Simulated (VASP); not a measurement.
Here is a VASP 6.6.1 calculation.

File INCAR:

```
SYSTEM = Tc
  PREC = Accurate
  ENCUT = 520
  EDIFF = 1E-6
  ISMEAR = -1
  SIGMA = 0.08
  LREAL = .False.
  LASPH = .True.
  NELM = 80
  ALGO = Normal
  ISIF = 2
  LWAVE = .False.
  LCHARG = .False.
  GGA = CA
  NBANDS = 20
```

KPOINTS

```
Automatic mesh
0
Gamma
  17 17 9
  0 0 0
```

The input POSCAR:

```
Tc
1.0
    2.7760569391      0.0000000000      0.0000000000
   -1.3880284696      2.4041358317      0.0000000000
    0.0000000000      0.0000000000      4.4558750580
Tc
2
Direct
    0.3333333333      0.6666666667      0.2500000000
    0.6666666667      0.3333333333      0.7500000000
```

Potentials or basis: VASP PAW LDA potentials, release 64 (Tc_pv).

Command:

```console
$ cat potpaw_LDA.64/Tc_pv/POTCAR > POTCAR
$ mpirun -np 1 vasp_std > vasp.out
```

Q: Predict the band gap on the k mesh.

A: Zero (bands 13 and 14 overlap by 2.88 eV).

Q: Estimate the pressure.

A: -22.0 GPa.

Stress tensor (GPa, compression positive):
```
-21.40   0.00   0.00
  0.00 -21.40   0.00
  0.00   0.00 -23.19
```

Caveat: the cell stands under tension.
